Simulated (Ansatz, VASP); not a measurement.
# One calculation of Ta2N, two programs

INCAR

```
SYSTEM = Ta2N
PREC = Accurate
ENCUT = 520
EDIFF = 1E-6
ISMEAR = -1
SIGMA = 0.05
LREAL = .FALSE.
LASPH = .TRUE.
NELM = 80
ALGO = Normal
ISIF = 2
LWAVE = .FALSE.
LCHARG = .FALSE.
NBANDS = 20
```

File KPOINTS:

```
regular mesh
0
G
  10 10 6
  0 0 0
```

Contents of POSCAR:

```
Ta2N
1.0
    3.1128615060      0.0000000000      0.0000000000
   -1.5564307530      2.6958171426      0.0000000000
    0.0000000000      0.0000000000      4.8698410000
Ta N
2 1
Direct
    0.3333333333      0.6666666667      0.2547110000
    0.6666666667      0.3333333333      0.7452890000
    0.0000000000      0.0000000000      0.0000000000
```

input.yaml

```yaml
crystal:
  lattice:
    - [3.112861506, 0.0, 0.0]
    - [-1.556430753, 2.6958171426, 0.0]
    - [0.0, 0.0, 4.869841]
  atoms:
    - { symbol: Ta, position: [0.3333333333, 0.6666666667, 0.254711] }
    - { symbol: Ta, position: [0.6666666667, 0.3333333333, 0.745289] }
    - { symbol: "N", position: [0.0, 0.0, 0.0] }
kpoints:
  mp_grid: { grid: [10, 10, 6] }
scf:
  occupations: { method: fermi_dirac, width: 0.05 }
hamiltonian:
  xc: lda
  pseudopotentials: { kind: all_electron, lapw: { basis_error: 0.002 } }
output:
  forces: true
  stress: true
  eigenvalues: true
```

Alike in both runs: task single point; functional LDA; k mesh 10 × 10 × 6; occupations fermi-dirac, width 0.05 eV; no spin polarisation.

|  | VASP | Ansatz |
| --- | --- | --- |
| version | VASP 6.6.1 | Ansatz 0.2.0 |
| potentials or method | VASP PAW LDA potentials, release 64 (Ta_pv, N), cutoff 520 eV | all-electron LAPW, scalar-relativistic |

VASP gave:

```
gap on the k mesh at the Fermi level (eV)                     : none
pressure (GPa)                                                : -13.2
traceless stress, the component that is largest in VASP (GPa) : 0.09
rms of the force components (eV/Å)                            : 0.191
```

Task: Estimate Ansatz's values.

Result: gap on the k mesh at the Fermi level (eV): none; pressure (GPa): -14.5; traceless stress, the component that is largest in VASP (GPa): 0.11; rms of the force components (eV/Å): 0.210.

LDA's correlation is that of Perdew and Zunger in VASP and of Perdew and Wang (1992) in Ansatz. Atom by atom the forces differ by 0.019 eV/Å (rms over components). A gap of «none» marks a metal or a gap that the smearing closes. Ansatz ran all-electron here, and VASP with PAW potentials.

Neither program's run includes spin-orbit coupling.
